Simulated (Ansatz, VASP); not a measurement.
Mn in VASP and in Ansatz

```
Mn
1.0
    -1.35921    1.35921    1.35921
     1.35921   -1.35921    1.35921
     1.35921    1.35921   -1.35921
Mn
1
Direct
  0.00000 0.00000 0.00000
```

Alike in both runs: task single point; functional PBE; k mesh 18 × 18 × 18; occupations fermi-dirac, width 0.05 eV; collinear spin.

```csv
,VASP,Ansatz
version,VASP 6.6.1,Ansatz 0.2.0
potentials or method,"VASP PAW PBE potentials, release 64 (Mn_pv), cutoff 520 eV","plane waves (420 eV) with PAW, scalar-relativistic"
valence electrons in the cell,13,15
```

Ansatz gave:

| Item | Value |
| --- | --- |
| pressure (GPa) | 24.4 |
| net moment per atom (μB) | 0.49 |
| size of the moment on the site where the two differ most (μB) | 0.48 |

Question: What did VASP give for the same quantities?

Answer: Pressure (GPa): 24.4; net moment per atom (μB): 0.51; size of the moment on the site where the two differ most (μB): 0.50.

Site moments also hang on the region over which each program counts them. The functional is the same, so the differences come from potentials, cutoffs and numerics. VASP's potentials hold 13 valence electrons a cell and Ansatz's 15, so a difference there can come from the potentials and not from the codes.
